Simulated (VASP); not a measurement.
# C (Fmmm) in VASP: notebook

Runs on C. Level: r2SCAN. Tasks: single point.

Program: VASP 6.6.1. These are calculated values, not measurements. Logs are shortened: lines on timing, memory, paths and dates and some standing lists are left out, and cuts for length are marked.

## Step 1: The cell of the first run

Symmetry: Fmmm, No. 69, orthorhombic system. Conventional cell: a = 4.858 Å, b = 6.733 Å, c = 7.008 Å, α = 90.00°, β = 90.00°, γ = 90.00°. Within 1.9 Å of C (site symmetry m) lie 4 C at 1.45 to 1.58 Å. Within 2.0 Å of C (site symmetry m) lie 4 C at 1.49 to 1.58 Å.

## Step 2: Single point, r2SCAN (strain -0.0400 x Voigt [0, 0, 0, 1, 0, 0])

File POSCAR:

```
C
1.0
   -2.4291088834      2.3805267057      2.3805267057
    2.4291088834     -2.4776910611      2.4776910611
    2.4291088834      2.4776910611     -2.4776910611
C
8
Direct
    0.3254551632      0.0000000000      0.0000000000
    0.6745448368      0.6745448368      0.6745448368
    0.0000000000      0.3254551632      0.0000000000
    0.0000000000      0.0000000000      0.3254551632
    0.0000000000      0.6745448368      0.0000000000
    0.3254551632      0.3254551632      0.3254551632
    0.6745448368      0.0000000000      0.0000000000
    0.0000000000      0.0000000000      0.6745448368
```

File INCAR.step1:

```
SYSTEM = C
PREC     = Accurate       ! precision mode
ENCUT    = 520            ! plane-wave cutoff, eV
ISMEAR   = 0              ! smearing method
SIGMA    = 0.05           ! smearing width, eV
LREAL    = .FALSE.        ! projectors in reciprocal space
LASPH    = .TRUE.         ! aspherical terms in the spheres
NELM     = 80             ! most SCF steps
NBANDS   = 26             ! bands
GGA      = PE             ! functional
ALGO     = Normal         ! electronic algorithm
EDIFF    = 1E-4           ! SCF threshold, eV
LWAVE    = .TRUE.         ! write WAVECAR
LCHARG   = .FALSE.        ! write CHGCAR
```

File INCAR.step2:

```
SYSTEM = C
PREC     = Accurate       ! precision mode
ENCUT    = 520            ! plane-wave cutoff, eV
EDIFF    = 1E-6           ! SCF threshold, eV
ISMEAR   = 0              ! smearing method
SIGMA    = 0.05           ! smearing width, eV
LREAL    = .FALSE.        ! projectors in reciprocal space
LASPH    = .TRUE.         ! aspherical terms in the spheres
NELM     = 80             ! most SCF steps
ALGO     = Normal         ! electronic algorithm
ISIF     = 2              ! what is computed and relaxed
LWAVE    = .FALSE.        ! write WAVECAR
LCHARG   = .FALSE.        ! write CHGCAR
METAGGA  = R2SCAN         ! meta-GGA
LMIXTAU  = .TRUE.       
NBANDS   = 26             ! bands
ISTART   = 1
```

File KPOINTS:

```
Automatic mesh
0
G
  8 8 8
  0 0 0
```

Potentials or basis: VASP PAW PBE potentials, release 64 (C).

Launch:

```console
$ cat potpaw_PBE.64/C/POTCAR > POTCAR
$ cp INCAR.step1 INCAR
$ mpirun -np 1 vasp_std > vasp.out
$ cp INCAR.step2 INCAR
$ mpirun -np 1 vasp_std > vasp.out
```

OUTCAR:

```text
SYSTEM = C
   PREC = Accurate
   ENCUT = 520
   EDIFF = 1E-6
   ISMEAR = 0
   LREAL = .FALSE.
   LASPH = .TRUE.
   NELM = 80
   ISIF = 2
   METAGGA = R2SCAN
   ISTART = 1

 ion  position               nearest neighbor table
   1  0.325  0.000  0.000-   7 1.45   6 1.58   5 1.58   8 1.58
   2  0.675  0.675  0.675-   6 1.45   7 1.58   5 1.58   8 1.58
   3  0.000  0.325  0.000-   5 1.49   8 1.58   7 1.58   6 1.58
   4  0.000  0.000  0.325-   8 1.49   5 1.58   7 1.58   6 1.58
   5  0.000  0.675  0.000-   3 1.49   4 1.58   1 1.58   2 1.58
   6  0.325  0.325  0.325-   2 1.45   1 1.58   3 1.58   4 1.58
   7  0.675  0.000  0.000-   1 1.45   2 1.58   3 1.58   4 1.58
   8  0.000  0.000  0.675-   4 1.49   3 1.58   1 1.58   2 1.58

  LATTYP: Found a face centered orthorhombic cell.
 ALAT       =     4.8582177668
 B/A-ratio  =     1.3859292911
 C/A-ratio  =     1.4424978336

  Lattice vectors:

 A1 = (   0.0000000000,  -0.0971643554,   4.8582177668)
 A2 = (   2.4291088834,  -2.4776910611,   2.4776910611)
 A3 = (   2.4291088834,   2.3805267057,   2.3805267057)

Analysis of symmetry for initial positions (statically):
=====================================================================
 Subroutine PRICEL returns:
 Original cell was already a primitive cell.

 Routine SETGRP: Setting up the symmetry group for a
 face centered orthorhombic supercell.

 Subroutine GETGRP returns: Found  8 space group operations
 (whereof  8 operations were pure point group operations)
 out of a pool of  8 trial point group operations.

The static configuration has the point symmetry D_2h.

Analysis of symmetry for dynamics (positions and initial velocities):
=====================================================================
 Subroutine PRICEL returns:
 Original cell was already a primitive cell.

 Routine SETGRP: Setting up the symmetry group for a
 face centered orthorhombic supercell.

 Subroutine GETGRP returns: Found  8 space group operations
 (whereof  8 operations were pure point group operations)
 out of a pool of  8 trial point group operations.

The dynamic configuration has the point symmetry D_2h.

 Subroutine INISYM returns: Found  8 space group operations
 (whereof  8 operations are pure point group operations),
 and found     1 'primitive' translations

----------------------------------------------------------------------------------------

                                     Primitive cell

  volume of cell :      57.3096
[... 101 lines left out ...]
   EDIFF  = 0.1E-05   stopping-criterion for ELM
   LREAL  =      F    real-space projection
   EDIFFG = 0.1E-04   stopping-criterion for IOM
   NSW    =      0    number of steps for IOM
   IBRION =     -1    ionic relax: 0-MD 1-quasi-New 2-CG
   NFREE  =      0    steps in history (QN), initial steepest desc. (CG)
   ISIF   =      2    stress and relaxation
   ISYM   =      2    0-nonsym 1-usesym 2-fastsym
   POTIM  = 0.5000    time-step for ionic-motion
   TEBEG  =    0.0;   TEEND  =   0.0 temperature during run
   PSTRESS=    0.0 pullay stress
   NELECT =      32.0000    total number of electrons
   NUPDOWN=      -1.0000    fix difference up-down
   EMIN   =  10.00;   EMAX   =-10.00  energy-range for DOS
   EFERMI =   0.00;   METHOD = LEGACY
   ISMEAR =     0;   SIGMA  =   0.05  broadening in eV -4-tet -1-fermi 0-gaus
   EFERMI_NEDOS =   21; number of points for ismear=-14 and -15
   IALGO  =     38    algorithm
   IMIX   =      4    mixing-type and parameters
     AMIX     =   0.40;   BMIX     =  1.00
     AMIX_MAG =   1.60;   BMIX_MAG =  1.00
  volume/ion in A,a.u.               =       7.16        48.34
  Fermi-wavevector in a.u.,A,eV,Ry     =   1.348080  2.547502 24.726146  1.817320
  Thomas-Fermi vector in A             =   2.475778
   LORBIT       =      0    0 simple, 1 ext, 2 COOP (PROOUT), +10 PAW based schemes
   METAGGA = R2SCAN    functional components
   LHFCALC =     F    Hartree Fock is set to
   AEXX    =    0.0000 exact exchange contribution
   IVDW    =     0    specifies the selected vdW correction
   LEPSILON=     F    determine dielectric tensor
   LRPA    =     F    only Hartree local field effects (RPA)
 non-spin polarized calculation
 Gauss-broadening in eV      SIGMA  =   0.05
  energy-cutoff  :      520.00
  volume of cell :       57.31
 maximum number of plane-waves:      1562
   NGX = 15   NGY = 15   NGZ = 15

 number of electron      32.0000001 magnetization

 Free energy of the ion-electron system (eV)
  ---------------------------------------------------
  ext. energy  EPLUGINS =         0.00000000
  ---------------------------------------------------
  free energy    TOTEN  =       -72.92494063 eV

  energy without entropy =      -72.92494063  energy(sigma->0) =      -72.92494063

 E-fermi :   7.1137     XC(G=0): -12.4608

 val. band max:        6.8388261009   @ k =   0.5000   0.5000   0.5000
 cond. band min:       9.6674352640   @ k =   0.1250   0.1250   0.1250
 fundamental gap:      2.8286091632
 Fermi energy:         7.1136575933

 k-point     1 :       0.0000    0.0000    0.0000
  band No.  band energies     occupation
      1     -15.4669      2.00000
      2      -7.1612      2.00000
      3      -6.9700      2.00000
      4      -6.7646      2.00000
      5      -6.2752      2.00000
      6      -6.0908      2.00000
[... 685 lines left out ...]
     25      18.4081      0.00000
     26      18.9130      0.00000

 [... further k-points ...]
[... 5 lines left out ...]
  --------------------------------------------------------------------------------------
  -------------------------------------------------------------------------------------
  Total        0.3748845      0.3534682      0.3534682      0.0000000      4.3247540      0.0000000
  in kB       10.4804717      9.8817485      9.8817485      0.0000000    120.9051527      0.0000000
  external PRESSURE =      10.0813229 kB  Pullay stress =       0.0000000 kB

 VOLUME and BASIS-vectors are now :
 -----------------------------------------------------------------------------
  energy-cutoff  :      520.00
  volume of cell :       57.31
      direct lattice vectors                 reciprocal lattice vectors
    -2.429108883  2.380526706  2.380526706     0.000000000  0.210037551  0.210037551
     2.429108883 -2.477691061  2.477691061     0.205836800  0.004118383  0.205919168
     2.429108883  2.477691061 -2.477691061     0.205836800  0.205919168  0.004118383

 POSITION                                       TOTAL-FORCE (eV/Angst)
 -----------------------------------------------------------------------------------
     -0.79057      0.77475      0.77475         0.021626     -0.006899     -0.006899
      1.63854      1.60577      1.60577         0.021626      0.006899      0.006899
      0.79057     -0.80638      0.80638         0.041768     -0.059748      0.059748
      0.79057      0.80638     -0.80638         0.041768      0.059748     -0.059748
      1.63854     -1.67131      1.67131        -0.041768      0.059748     -0.059748
      0.79057      0.77475      0.77475        -0.021626     -0.006899     -0.006899
     -1.63854      1.60577      1.60577        -0.021626      0.006899      0.006899
      1.63854      1.67131     -1.67131        -0.041768     -0.059748      0.059748
 -----------------------------------------------------------------------------------
    total drift:                               -0.000000     -0.000000      0.000000

  FREE ENERGIE OF THE ION-ELECTRON SYSTEM (eV)
  ---------------------------------------------------
  free  energy   TOTEN  =       -72.9249406291 eV

  energy  without entropy=      -72.9249406291  energy(sigma->0) =      -72.92494063
```

OSZICAR.step1:

```text
N       E                     dE             d eps       ncg     rms          rms(c)
DAV:   1     0.905852868730E+02    0.90585E+02   -0.16315E+04  4940   0.117E+03
DAV:   2    -0.640400429546E+02   -0.15463E+03   -0.14195E+03  6480   0.239E+02
DAV:   3    -0.709217462087E+02   -0.68817E+01   -0.68028E+01  6646   0.457E+01
DAV:   4    -0.710119844404E+02   -0.90238E-01   -0.90086E-01  6408   0.572E+00
DAV:   5    -0.710141213917E+02   -0.21370E-02   -0.21358E-02  6646   0.836E-01    0.110E+01
DAV:   6    -0.683978304868E+02    0.26163E+01   -0.21971E+00  6004   0.764E+00    0.639E+00
DAV:   7    -0.676185884654E+02    0.77924E+00   -0.19431E+00  6294   0.730E+00    0.187E+00
DAV:   8    -0.676305664553E+02   -0.11978E-01   -0.11186E-01  6162   0.194E+00    0.511E-01
DAV:   9    -0.676339491041E+02   -0.33826E-02   -0.89993E-03  6466   0.552E-01    0.140E-01
DAV:  10    -0.676344076379E+02   -0.45853E-03   -0.13456E-03  6380   0.211E-01    0.404E-02
DAV:  11    -0.676344388347E+02   -0.31197E-04   -0.58325E-05  4600   0.507E-02
   1 F= -.67634439E+02 E0= -.67634439E+02  d E =-.290653E-15
```

Wall time 4.9 min (1 thread of Intel Xeon Platinum 8488C (Sapphire Rapids), shared host); peak memory 0.23 GiB.

What came out:

- Free energy: -72.9249 eV
- Pressure: 1.0 GPa
- Largest force: 0.094 eV/Å
- Band gap on the k mesh: 2.83 eV (least direct gap 3.87 eV)

Forces in eV/Å, atoms in the order of the input:
```
C    0.022 -0.007 -0.007
C    0.022  0.007  0.007
C    0.042 -0.060  0.060
C    0.042  0.060 -0.060
C   -0.042  0.060 -0.060
C   -0.022 -0.007 -0.007
C   -0.022  0.007  0.007
C   -0.042 -0.060  0.060
```

Caveat: the cell differs from its parent crystal (strain -0.0400 x Voigt [0, 0, 0, 1, 0, 0]); the PAW data sets were made with another functional, which shifts forces and pressure a little.

## Step 3: Single point, r2SCAN (strain +0.0300 x Voigt [0, 0, 0, 1, 0, 0])

Edit POSCAR of step 2 so:

```diff
@@ -2,5 +2,5 @@
 1.0
-   -2.4291088834      2.3805267057      2.3805267057
-    2.4291088834     -2.4776910611      2.4776910611
-    2.4291088834      2.4776910611     -2.4776910611
+   -2.4291088834      2.4655455167      2.4655455167
+    2.4291088834     -2.3926722501      2.3926722501
+    2.4291088834      2.3926722501     -2.3926722501
 C
```

File INCAR.step1:

```
SYSTEM = C
PREC = Accurate ; ENCUT = 520
ISMEAR = 0 ; SIGMA = 0.05
LREAL = .FALSE. ; LASPH = .TRUE.
NELM = 80 ; NBANDS = 26
GGA = PE ; ALGO = Normal
EDIFF = 1E-4 ; LWAVE = .TRUE.
LCHARG = .FALSE.
```

File INCAR.step2:

```
SYSTEM = C
PREC = Accurate ; ENCUT = 520
EDIFF = 1E-6 ; ISMEAR = 0
SIGMA = 0.05 ; LREAL = .FALSE.
LASPH = .TRUE. ; NELM = 80
ALGO = Normal ; ISIF = 2
LWAVE = .FALSE. ; LCHARG = .FALSE.
METAGGA = R2SCAN ; LMIXTAU = .TRUE.
NBANDS = 26 ; ISTART = 1
```

File KPOINTS:

```
regular mesh
0
G
  8 8 8
  0 0 0
```

Potentials or basis: VASP PAW PBE potentials, release 64 (C).

Launch:

```console
$ cat potpaw_PBE.64/C/POTCAR > POTCAR
$ cp INCAR.step1 INCAR
$ mpirun -np 1 vasp_std > vasp.out
$ cp INCAR.step2 INCAR
$ mpirun -np 1 vasp_std > vasp.out
```

It took 4 min on 1 thread of Intel Xeon Platinum 8488C (Sapphire Rapids), shared host; peak memory 0.23 GiB.

Results (log left out):

```
Free energy            : -72.9629 eV
Pressure               : 0.9 GPa
Largest force          : 0.085 eV/Å
Band gap on the k mesh : 2.91 eV (least direct gap 3.94 eV)
```

Forces on the atoms (eV/Å):
```
C   -0.042  0.052  0.052
C   -0.042 -0.052 -0.052
C   -0.005 -0.003  0.003
C   -0.005  0.003 -0.003
C    0.005  0.003 -0.003
C    0.042  0.052  0.052
C    0.042 -0.052 -0.052
C    0.005 -0.003  0.003
```

Stress tensor (GPa, compression positive):
```
 0.97  0.00  0.00
 0.00  0.94 -9.07
 0.00 -9.07  0.94
```

Levels at points of the mesh, in eV from the valence-band top:
| k point | band 13 | band 14 | band 15 | band 16 | band 17 | band 18 | band 19 | band 20 |
| --- | --- | --- | --- | --- | --- | --- | --- | --- |
| (0.00, 0.00, 0.00) | -5.61 | -0.78 | -0.53 | -0.26 | 3.94 | 4.03 | 4.14 | 8.33 |
| (0.50, 0.00, 0.00) | -3.70 | -3.54 | -2.66 | -2.21 | 3.98 | 5.38 | 5.89 | 6.60 |
| (0.00, 0.50, 0.00) | -3.56 | -3.38 | -2.59 | -2.39 | 3.96 | 5.53 | 6.08 | 6.48 |
| (0.00, 0.50, 0.50) | -3.48 | -3.22 | -2.60 | -2.56 | 4.01 | 5.67 | 6.22 | 6.39 |
| (0.50, 0.50, 0.50) | -6.49 | -0.35 | -0.17 | 0.00 | 3.94 | 5.88 | 5.97 | 6.13 |

Caveat: the cell differs from its parent crystal (strain +0.0300 x Voigt [0, 0, 0, 1, 0, 0]); the PAW data sets were made with another functional, which shifts forces and pressure a little. A k mesh can miss the band edges.

(Part 1 of 3 ends here.)
